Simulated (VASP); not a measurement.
Wanted: the native input for a VASP 6.6.1 run.

* Task: relaxation of cell and atoms
* Functional: PBE
* Potentials or basis: VASP PAW PBE potentials, release 64 (Sm_3, O), 4f in core
* Cutoff: 600 eV
* k mesh: 6 × 6 × 6
* Occupations: gaussian, width 0.1 eV
* Spin: no spin polarisation
* Dipole correction: no
* Mended: yes
* Further INCAR settings: ALGO = Normal; EDIFF = 1e-07; IBRION = 2; EDIFFG = -0.04; NSW = 90; ISIF = 3

The structure of SmO3 lies in POSCAR:

```
SmO3
1.0
   -2.4395013600      2.4395013600      2.4395013600
    2.4395013600     -2.4395013600      2.4395013600
    2.4395013600      2.4395013600     -2.4395013600
Sm O
1 3
Direct
    0.0000000000      0.0000000000      0.0000000000
    0.0000000000      0.5000000000      0.5000000000
    0.5000000000      0.0000000000      0.5000000000
    0.5000000000      0.5000000000      0.0000000000
```

The cell was built from a structure type or drawn by symmetry, and may not be a known phase.

These files were run (other wordings do the same):

INCAR

```
PREC = Accurate
ENCUT = 600
EDIFF = 1E-7
ISMEAR = 0
SIGMA = 0.1
LREAL = False
LASPH = True
NELM = 200
ALGO = Normal
ISIF = 3
LWAVE = False
LCHARG = False
GGA = PE
IBRION = 2
NSW = 90
EDIFFG = -0.04
GGA_COMPAT = False
NELMIN = 4
LMAXMIX = 6
```

KPOINTS

```
Automatic mesh
0
Gamma
  6 6 6
```

Potentials or basis: VASP PAW PBE potentials, release 64 (Sm_3, O), 4f in core.

The run is started by

```console
$ cat potpaw_PBE.64/Sm_3/POTCAR potpaw_PBE.64/O/POTCAR > POTCAR
$ mpirun -np 1 vasp_std > vasp.out
```

It gave:

```yaml
Relaxed_volume: 12.90 Å³/atom
Relaxed_cell: a = 4.062 Å, b = 4.062 Å, c = 4.062 Å, α = 109.47°, β = 109.47°, γ = 109.47°
Space_group_after_relaxing_to_0.1_Å: Im-3m (No. 229)
Energy_gained_by_relaxing: 71.5 meV/atom
Ionic_steps: 3
Pressure_after_relaxing: 0.0 GPa
Band_gap_on_the_k_mesh: zero (an odd number of electrons rules out a gap without spin polarisation)
```

Caveat: spin-orbit coupling is left out, which moves the levels of the heavy elements; the 4f electrons are frozen in the core, so they carry no moment and show no levels; an odd number of electrons without spin polarisation forces a metal; a magnetic or distorted state may lie lower; the run has no spin polarisation, though such a crystal can be magnetic.

Run time: 42 s on 1 thread of AMD EPYC 9R45 96-Core Processor (Zen 5), with other jobs on the host, peak memory 0.19 GiB.
